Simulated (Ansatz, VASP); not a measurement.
**Pt: VASP beside Ansatz**

The input INCAR:

```
ALGO = Fast
EDIFF = 1E-6
ENCUT = 520
ISIF = 2
ISMEAR = 0
LASPH = True
LCHARG = False
LREAL = False
LWAVE = False
NBANDS = 11
NELM = 60
PREC = Accurate
SIGMA = 0.15
```

KPOINTS

```
k-points
0
Gamma
  22 22 22
```

The input POSCAR:

```
Pt
1.0
   -1.6102853037      1.6102853037      1.6102853037
    1.6102853037     -1.6102853037      1.6102853037
    1.6102853037      1.6102853037     -1.6102853037
Pt
1
Direct
    0.0000000000      0.0000000000      0.0000000000
```

Input for Ansatz:

```yaml
crystal:
  lattice:
    - [-1.6102853037, 1.6102853037, 1.6102853037]
    - [1.6102853037, -1.6102853037, 1.6102853037]
    - [1.6102853037, 1.6102853037, -1.6102853037]
  atoms:
    - { symbol: Pt, position: [0.0, 0.0, 0.0] }
basis:
  ecutwfc: 420
kpoints:
  mp_grid: { grid: [22, 22, 22] }
hamiltonian:
  xc: lda
  pseudopotentials: { kind: paw, azcp: { folder: soft_1 } }
scf:
  occupations: { method: gaussian, width: 0.15 }
output:
  forces: true
  stress: true
  eigenvalues: true
```

Alike in both runs: task single point; functional LDA; k mesh 22 × 22 × 22; occupations gaussian, width 0.15 eV; no spin polarisation.

|  | VASP | Ansatz |
| --- | --- | --- |
| version | VASP 6.6.1 | Ansatz 0.2.0 |
| potentials or method | VASP PAW LDA potentials, release 64 (Pt), cutoff 520 eV | scalar-relativistic, plane waves, PAW |
| valence electrons in the cell | 10 | 18 |

VASP gave:

* gap on the k mesh at the Fermi level (eV): none
* pressure (GPa): -24.1

Question: Estimate Ansatz's values.

Answer: gap on the k mesh at the Fermi level (eV): none; pressure (GPa): -24.6.

Ansatz warns that its potentials were made for another functional, while VASP's fit it. LDA's correlation is that of Perdew and Zunger in VASP and of Perdew and Wang (1992) in Ansatz. A gap of «none» marks a metal or a gap that the smearing closes. VASP's potentials hold 10 valence electrons a cell and Ansatz's 18, so a difference there can come from the potentials and not from the codes.

Neither program's run includes spin-orbit coupling.
